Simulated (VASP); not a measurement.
A run of VASP 6.6.1 is set up as follows.

File INCAR:

```
SYSTEM = HfNbTe4
ALGO = Normal ; EDIFF = 1E-6
ENCUT = 520 ; GGA = PE
ISIF = 2 ; ISMEAR = 0
LASPH = .True. ; LCHARG = .False.
LREAL = .False. ; LWAVE = .False.
NBANDS = 32 ; NELM = 60
PREC = Accurate ; SIGMA = 0.1
```

Contents of KPOINTS:

```
k-points
0
Gamma
  6 6 2
  0 0 0
```

File POSCAR:

```
HfNbTe4
1.0
    3.8222310000      0.0000000000      0.0000000000
   -1.9111155000      3.3101492000      0.0000000000
    0.0000000000      0.0000000000     14.3160769000
Hf Nb Te
1 1 4
Direct
    0.0000000000      0.0000000000      0.5000000000
    0.0000000000      0.0000000000      0.0000000000
    0.6666667000      0.3333333000      0.6286620000
    0.6666667000      0.3333333000      0.1245420000
    0.3333333000      0.6666667000      0.8754580000
    0.3333333000      0.6666667000      0.3713380000
```

Potentials or basis: VASP PAW PBE potentials, release 64 (Hf_pv, Nb_sv, Te).

Launch:

```console
$ cat potpaw_PBE.64/Hf_pv/POTCAR potpaw_PBE.64/Nb_sv/POTCAR potpaw_PBE.64/Te/POTCAR > POTCAR
$ mpirun -np 1 vasp_std > vasp.out
```

(1) What does it give for the largest force?

(2) What does it give for the pressure?

## Answers

(1) 0.065 eV/Å.

(2) 0.0 GPa.

Caveat: this functional lacks dispersion, which binds the layers, so the pressure and a relaxed spacing across them are unreliable.
